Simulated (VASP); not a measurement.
# Si2Mo: single point with PBEsol

The system is Si2Mo.

```
CELL_PARAMETERS angstrom
4.53529 0.00000 0.00000
2.27744 3.92200 0.00000
-3.40636 -1.96100 2.26274
ATOMIC_POSITIONS crystal
Si 0.33300 0.33300 0.00000
Si 0.66700 0.66700 0.00000
Mo 0.00000 0.00000 0.00000
```

```
Program                : VASP 6.6.1
Task                   : single point
Functional             : PBEsol
Potentials or basis    : VASP PAW PBE potentials, release 64 (Si, Mo_sv)
Cutoff                 : 520 eV
k mesh                 : 13 × 13 × 13
Occupations            : fermi-dirac, width 0.15 eV
Spin                   : no spin polarisation
Dipole correction      : no
Further INCAR settings : ALGO = Normal; EDIFF = 1e-06; NBANDS = 18
```

| Property | Result |
| --- | --- |
| Pressure | -2.2 GPa |
| Largest force | 0.307 eV/Å |
| Band gap on the k mesh | zero (bands 11 and 12 overlap by 0.97 eV) |

Forces in eV/Å, atoms in the order of the input:
```
Si   0.266  0.153  0.000
Si  -0.266 -0.153  0.000
Mo   0.000  0.000  0.000
```

Stress tensor (GPa, compression positive):
```
-2.63 -0.41  0.00
-0.41 -2.16  0.00
 0.00  0.00 -1.92
```

Levels at points of the mesh, in eV from the Fermi level:
```tsv
k point	band 8	band 9	band 10	band 11	band 12	band 13	band 14	band 15
(0.00, 0.00, 0.00)	-3.04	-2.65	-2.65	0.43	3.10	3.10	3.65	3.65
```

Wall time 3 min on 1 thread of Intel(R) Xeon(R) Platinum 8259CL CPU @ 2.50GHz (Skylake/Cascade Lake), with other jobs on the host, peak memory 0.29 GiB.

Caveat: the PAW data sets were made with another functional, which shifts forces and pressure a little.
